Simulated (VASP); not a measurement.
# Sr (I4_1/amd) in VASP: further runs

Sr is run at these levels: PBE; tasks: single point.

All numbers are computed with VASP 6.6.1; they aren't measurements. Logs are shortened: lines on timing, memory, paths and dates and some standing lists are left out, and cuts for length are marked.

### Step 1. The cell of the first run

It takes space group I4_1/amd (No. 141, tetragonal). Conventional cell: a = 6.008 Å, b = 6.008 Å, c = 3.229 Å, α = 90.00°, β = 90.00°, γ = 90.00°. Sr (site symmetry -4m2) has 10 Sr at 3.11 to 3.86 Å within 4.1 Å.

### Step 2. Single point, PBE (29.13 Å³/atom)

The input, INCAR:

```
ALGO = Normal ; EDIFF = 1E-6
ENCUT = 520 ; GGA = PE
ISIF = 2 ; ISMEAR = -1
LASPH = T ; LCHARG = F
LREAL = F ; LWAVE = F
NBANDS = 17 ; NELM = 100
PREC = Accurate ; SIGMA = 0.1
```

The input, KPOINTS:

```
k-points
0
Gamma
  12 12 12
```

The input, POSCAR:

```
Sr
1.0
   -3.0037547742      3.0037547742      1.6143539094
    3.0037547742     -3.0037547742      1.6143539094
    3.0037547742      3.0037547742     -1.6143539094
Sr
2
Direct
   -0.3750000000     -0.1250000000     -0.2500000000
    0.3750000000      0.1250000000      0.2500000000
```

Potentials or basis: VASP PAW PBE potentials, release 64 (Sr_sv).

The run is started by

```bash
cat potpaw_PBE.64/Sr_sv/POTCAR > POTCAR
mpirun -np 1 vasp_std > vasp.out
```

OUTCAR:

```text
EDIFF = 1E-6
   ENCUT = 520
   GGA = PE
   ISIF = 2
   ISMEAR = -1
   LASPH = T
   LREAL = F
   NELM = 100
   PREC = Accurate

 ion  position               nearest neighbor table
   1  0.625  0.875  0.750-   2 3.11   2 3.11   2 3.11   2 3.11   2 3.86   2 3.86   2 3.86   2 3.86
                             2 5.03   2 5.03
   2  0.375  0.125  0.250-   1 3.11   1 3.11   1 3.11   1 3.11   1 3.86   1 3.86   1 3.86   1 3.86
                             1 5.03   1 5.03

  LATTYP: Found a body centered tetragonal cell.
 ALAT       =     6.0075095484
 C/A-ratio  =     0.5374453079

  Lattice vectors:

 A1 = (  -3.0037547742,   3.0037547742,   1.6143539094)
 A2 = (   3.0037547742,  -3.0037547742,   1.6143539094)
 A3 = (   3.0037547742,   3.0037547742,  -1.6143539094)

Analysis of symmetry for initial positions (statically):
=====================================================================
 Subroutine PRICEL returns:
 Original cell was already a primitive cell.

 Routine SETGRP: Setting up the symmetry group for a
 body centered tetragonal supercell.

 Subroutine GETGRP returns: Found 16 space group operations
 (whereof  4 operations were pure point group operations)
 out of a pool of 16 trial point group operations.

The static configuration has the point symmetry C_2h.
 The point group associated with its full space group is D_4h.

Analysis of symmetry for dynamics (positions and initial velocities):
=====================================================================
 Subroutine PRICEL returns:
 Original cell was already a primitive cell.

 Routine SETGRP: Setting up the symmetry group for a
 body centered tetragonal supercell.

 Subroutine GETGRP returns: Found 16 space group operations
 (whereof  4 operations were pure point group operations)
 out of a pool of 16 trial point group operations.

The dynamic configuration has the point symmetry C_2h.
 The point group associated with its full space group is D_4h.

 Subroutine INISYM returns: Found 16 space group operations
 (whereof  4 operations are pure point group operations),
 and found     1 'primitive' translations

----------------------------------------------------------------------------------------

                                     Primitive cell

  volume of cell :      58.2623

  direct lattice vectors                    reciprocal lattice vectors
    -3.003754774  3.003754774  1.614353909     0.000000000  0.166458329  0.309721429
     3.003754774 -3.003754774  1.614353909     0.166458329  0.000000000  0.309721429
     3.003754774  3.003754774 -1.614353909     0.166458329  0.166458329  0.000000000

  length of vectors
     4.544361785  4.544361785  4.544361785     0.351618741  0.351618741  0.235407626

  position of ions in fractional coordinates (direct lattice)
     0.625000000  0.875000000  0.750000000
     0.375000000  0.125000000  0.250000000

  ion indices of the primitive-cell ions
   primitive index   ion index
                 1           1
                 2           2

----------------------------------------------------------------------------------------

 KPOINTS: k-points

Automatic generation of k-mesh.
 Grid dimensions read from file:
 generate k-points for:   12   12   12

 Generating k-lattice:

  Cartesian coordinates                     Fractional coordinates (reciprocal lattice)
     0.000000000  0.013871527  0.025810119     0.083333333  0.000000000 -0.000000000
     0.013871527  0.000000000  0.025810119     0.000000000  0.083333333 -0.000000000
     0.013871527  0.013871527  0.000000000     0.000000000  0.000000000  0.083333333

  Length of vectors
     0.029301562  0.029301562  0.019617302

  Shift w.r.t. Gamma in fractional coordinates (k-lattice)
     0.000000000  0.000000000  0.000000000

 Subroutine IBZKPT returns following result:
 ===========================================

 Found    163 irreducible k-points:

 Following reciprocal coordinates:
            Coordinates               Weight
  0.000000  0.000000  0.000000      1.000000
  0.083333 -0.000000  0.000000      8.000000
  0.166667 -0.000000  0.000000      8.000000
  0.250000 -0.000000  0.000000      8.000000
  0.333333 -0.000000  0.000000      8.000000
  0.416667 -0.000000  0.000000      8.000000
[... 16 lines left out ...]
  0.500000  0.166667  0.000000     16.000000
 -0.416667  0.166667 -0.000000     16.000000
 [... further k-points ...]
   k-points           NKPTS =    163   k-points in BZ     NKDIM =    163   number of bands    NBANDS=     17
   number of dos      NEDOS =    301   number of ions     NIONS =      2
   total plane-waves  NPLWV =  46656
   dimension x,y,z NGX =    36 NGY =   36 NGZ =   36
   dimension x,y,z NGXF=    72 NGYF=   72 NGZF=   72
   ions per type =               2
   NGX,Y,Z   is equivalent  to a cutoff of  13.17, 13.17, 13.17 a.u.
   NGXF,Y,Z  is equivalent  to a cutoff of  26.34, 26.34, 26.34 a.u.
 SYSTEM =  unknown system
   PREC   = accura    normal or accurate (medium, high low for compatibility)
   ISTART =      0    job   : 0-new  1-cont  2-samecut
   ICHARG =      2    charge: 1-file 2-atom 10-const
   ISPIN  =      1    spin polarized calculation?
   LNONCOLLINEAR =      F non collinear calculations
   LSORBIT =      F    spin-orbit coupling
   LASPH  =      T    aspherical Exc in radial PAW
   ENCUT  =  520.0 eV  38.22 Ry    6.18 a.u.   8.45  8.45  8.45*2*pi/ulx,y,z
   NELM   =    100;   NELMIN=  2; NELMDL= -5     # of ELM steps
   EDIFF  = 0.1E-05   stopping-criterion for ELM
   LREAL  =      F    real-space projection
   EDIFFG = 0.1E-04   stopping-criterion for IOM
   NSW    =      0    number of steps for IOM
   IBRION =     -1    ionic relax: 0-MD 1-quasi-New 2-CG
   NFREE  =      0    steps in history (QN), initial steepest desc. (CG)
   ISIF   =      2    stress and relaxation
   ISYM   =      2    0-nonsym 1-usesym 2-fastsym
   POTIM  = 0.5000    time-step for ionic-motion
   TEBEG  =    0.0;   TEEND  =   0.0 temperature during run
   PSTRESS=    0.0 pullay stress
   NELECT =      20.0000    total number of electrons
   NUPDOWN=      -1.0000    fix difference up-down
   EMIN   =  10.00;   EMAX   =-10.00  energy-range for DOS
   EFERMI =   0.00;   METHOD = LEGACY
   ISMEAR =    -1;   SIGMA  =   0.10  broadening in eV -4-tet -1-fermi 0-gaus
   EFERMI_NEDOS =   21; number of points for ismear=-14 and -15
   IALGO  =     38    algorithm
   IMIX   =      4    mixing-type and parameters
     AMIX     =   0.40;   BMIX     =  1.00
     AMIX_MAG =   1.60;   BMIX_MAG =  1.00
  volume/ion in A,a.u.               =      29.13       196.59
  Fermi-wavevector in a.u.,A,eV,Ry     =   1.146275  2.166146 17.877335  1.313947
  Thomas-Fermi vector in A             =   2.282960
   LORBIT       =      0    0 simple, 1 ext, 2 COOP (PROOUT), +10 PAW based schemes
   GGA     = PE    functional components
   LHFCALC =     F    Hartree Fock is set to
   AEXX    =    0.0000 exact exchange contribution
   IVDW    =     0    specifies the selected vdW correction
   LEPSILON=     F    determine dielectric tensor
   LRPA    =     F    only Hartree local field effects (RPA)
 non-spin polarized calculation
  energy-cutoff  :      520.00
  volume of cell :       58.26
 maximum number of plane-waves:      1590
 NGX is ok and might be reduce to    36
   NGX = 17   NGY = 17   NGZ = 17

 number of electron      20.0000000 magnetization

 Free energy of the ion-electron system (eV)
  ---------------------------------------------------
  ext. energy  EPLUGINS =         0.00000000
  ---------------------------------------------------
  free energy    TOTEN  =        -1.14376161 eV

  energy without entropy =       -1.11104266  energy(sigma->0) =       -1.12740213

 E-fermi :   4.0869     XC(G=0):  -9.5819

 val. band max:        4.0800023410   @ k =  -0.1667  -0.2500   0.0833
 cond. band min:       4.0912960340   @ k =   0.2500   0.1667   0.1667
 fundamental gap:      0.0112936930
 Fermi energy:         4.0869449059

 k-point     1 :       0.0000    0.0000    0.0000
  band No.  band energies     occupation
      1     -31.8569      2.00000
      2     -31.4182      2.00000
      3     -14.4233      2.00000
      4     -14.4233      2.00000
      5     -13.1268      2.00000
      6     -13.1130      2.00000
[... 9 lines left out ...]
     16       9.3923      0.00000
     17       9.3923      0.00000

 k-point     2 :       0.0833   -0.0000    0.0000
  band No.  band energies     occupation
      1     -31.8410      2.00000
      2     -31.4155      2.00000
      3     -14.4141      2.00000
      4     -14.3860      2.00000
      5     -13.2280      2.00000
      6     -13.2127      2.00000
[... 9 lines left out ...]
     16      10.2586      0.00000
     17      10.3167      0.00000

 k-point     3 :       0.1667   -0.0000    0.0000
  band No.  band energies     occupation
      1     -31.7966      2.00000
      2     -31.4089      2.00000
      3     -14.3881      2.00000
      4     -14.2872      2.00000
      5     -13.5039      2.00000
      6     -13.4428      2.00000
[... 9 lines left out ...]
     16       9.3630      0.00000
     17       9.8060      0.00000

 k-point     4 :       0.2500   -0.0000    0.0000
  band No.  band energies     occupation
      1     -31.7330      2.00000
      2     -31.4020      2.00000
      3     -14.3512      2.00000
      4     -14.1874      2.00000
      5     -13.8462      2.00000
      6     -13.7040      2.00000
[... 9 lines left out ...]
     16       8.6126      0.00000
     17       9.0514      0.00000
[... 343 lines left out ...]
      1     -31.5798      2.00000
      2     -31.4305      2.00000
      3     -14.5611      2.00000
      4     -14.2982      2.00000
      5     -14.1799      2.00000
      6     -13.7368      2.00000
[... 9 lines left out ...]
     16       9.1577      0.00000
     17       9.6233      0.00000

 k-point    23 :       0.5000    0.1667    0.0000
  band No.  band energies     occupation
      1     -31.6149      2.00000
      2     -31.4483      2.00000
      3     -14.4084      2.00000
      4     -14.1803      2.00000
      5     -14.1349      2.00000
      6     -13.6144      2.00000
[... 9 lines left out ...]
     16       9.0092      0.00000
     17       9.5342      0.00000

 k-point    24 :      -0.4167    0.1667   -0.0000
  band No.  band energies     occupation
      1     -31.6778      2.00000
      2     -31.4571      2.00000
      3     -14.3470      2.00000
      4     -14.0457      2.00000
      5     -13.9262      2.00000
      6     -13.5780      2.00000
[... 9 lines left out ...]
     16       8.5707      0.00000
     17       9.4233      0.00000

 [... further k-points ...]

------------------------ aborting loop because EDIFF is reached ----------------------------------------

  FORCE on cell =-STRESS in cart. coord.  units (eV):
  Direction    XX          YY          ZZ          XY          YZ          ZX
  --------------------------------------------------------------------------------------
  -------------------------------------------------------------------------------------
  Total        5.9661907      5.9661907      6.1671230      0.0000000      0.0000000      0.0000000
  in kB      164.0665415    164.0665415    169.5920541      0.0000000      0.0000000      0.0000000
  external PRESSURE =     165.9083790 kB  Pullay stress =       0.0000000 kB

 VOLUME and BASIS-vectors are now :
 -----------------------------------------------------------------------------
  energy-cutoff  :      520.00
  volume of cell :       58.26
      direct lattice vectors                 reciprocal lattice vectors
    -3.003754774  3.003754774  1.614353909     0.000000000  0.166458329  0.309721429
     3.003754774 -3.003754774  1.614353909     0.166458329  0.000000000  0.309721429
     3.003754774  3.003754774 -1.614353909     0.166458329  0.166458329  0.000000000

 POSITION                                       TOTAL-FORCE (eV/Angst)
 -----------------------------------------------------------------------------------
      3.00375      1.50188      1.21077         0.000000     -0.000000     -0.000000
      0.00000      1.50188      0.40359        -0.000000      0.000000      0.000000
 -----------------------------------------------------------------------------------
    total drift:                               -0.000000     -0.000000      0.000000

  FREE ENERGIE OF THE ION-ELECTRON SYSTEM (eV)
  ---------------------------------------------------
  free  energy   TOTEN  =        -1.1437616090 eV

  energy  without entropy=       -1.1110426559  energy(sigma->0) =       -1.12740213
```

Run time: 3 min. Hardware: 1 thread of Intel Xeon Platinum 8375C at 2.90GHz (Ice Lake), shared host; peak memory 0.29 GiB.

What came out:

```
Free energy            : -1.1438 eV
Pressure               : 16.6 GPa
Band gap on the k mesh : zero (bands 10 and 11 overlap by 0.49 eV)
```

Stress tensor (GPa, compression positive):
```
16.41  0.00  0.00
 0.00 16.41  0.00
 0.00  0.00 16.96
```

Levels at points of the mesh, in eV from the Fermi level:
```csv
k point,band 8,band 9,band 10,band 11,band 12,band 13
"(0.00, 0.00, 0.00)",-17.13,-3.82,-1.72,0.86,0.97,1.91
"(0.50, 0.00, 0.00)",-17.06,-1.00,-1.00,0.42,1.99,2.68
"(0.50, 0.50, 0.00)",-17.14,-1.35,-1.35,1.08,1.08,2.86
"(0.50, 0.50, 0.50)",-16.95,-0.82,-0.82,1.51,1.51,2.13
```

Caveat: the cell stands under pressure.

[end of part 1 of 3]
